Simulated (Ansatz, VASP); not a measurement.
**One calculation of InAs, two programs**

The input POSCAR:

```
InAs
1.0
    4.7312200000      0.0000000000      0.0000000000
   -2.3656100000      4.0973600000      0.0000000000
    0.0000000000      0.0000000000      2.9108900000
In As
1 1
Direct
    0.0000000000      0.0000000000      0.0000000000
    0.6666700000      0.3333300000      0.0000000000
```

Contents of INCAR.step1:

```
PREC = Accurate
ENCUT = 520
EDIFF = 1E-5
ISMEAR = -1
SIGMA = 0.05
LREAL = F
LASPH = T
NELM = 60
ALGO = Normal
ISIF = 2
LWAVE = T
LCHARG = F
NBANDS = 16
GGA = PE
```

File INCAR.step2:

```
PREC = Accurate
ENCUT = 520
EDIFF = 1E-6
ISMEAR = -1
SIGMA = 0.05
LREAL = F
LASPH = T
NELM = 60
ALGO = Normal
ISIF = 2
LWAVE = F
LCHARG = F
GGA = PE
LHFCALC = T
AEXX = 0.25
PRECFOCK = Normal
NBANDS = 16
ISTART = 1
```

Contents of KPOINTS:

```
regular mesh
0
Gamma
  4 4 5
```

The input input:

```
crystal:
  lattice:
    - [4.73122, 0.0, 0.0]
    - [-2.36561, 4.09736, 0.0]
    - [0.0, 0.0, 2.91089]
  atoms:
    - { symbol: In, position: [0.0, 0.0, 0.0] }
    - { symbol: As, position: [0.66667, 0.33333, 0.0] }
hamiltonian:
  xc: pbe0
  pseudopotentials: { kind: paw }
kpoints:
  mp_grid: { grid: [4, 4, 5] }
scf:
  occupations: { method: fermi_dirac, width: 0.05 }
output:
  forces: true
  stress: true
  eigenvalues: true
  write_density: true
  write_potential: true
  elf: true
  volumetric_format: npy
```

Alike in both runs: task single point; functional PBE0; k mesh 4 × 4 × 5; occupations fermi-dirac, width 0.05 eV; no spin polarisation.

|  | VASP | Ansatz |
| --- | --- | --- |
| version | VASP 6.6.1 | Ansatz 0.2.0 |
| potentials or method | VASP PAW PBE potentials, release 64 (In_d, As) | Ansatz PAW |
| plane-wave cutoff (eV) | 520 | 420 |
| valence electrons in the cell | 18 | 28 |

Ansatz gave:

* gap on the k mesh at the Fermi level (eV): none
* pressure (GPa): 0.2
* traceless stress, the component that is largest in VASP (GPa): -3.64

Question: What did VASP give for the same quantities?

Answer: gap on the k mesh at the Fermi level (eV): none; pressure (GPa): -0.2; traceless stress, the component that is largest in VASP (GPa): -3.56.

A gap of «none» marks a metal or a gap that the smearing closes. VASP's potentials hold 18 valence electrons a cell and Ansatz's 28, so a difference there can come from the potentials and not from the codes.

The k mesh is coarse, so the values compare programs but aren't converged.
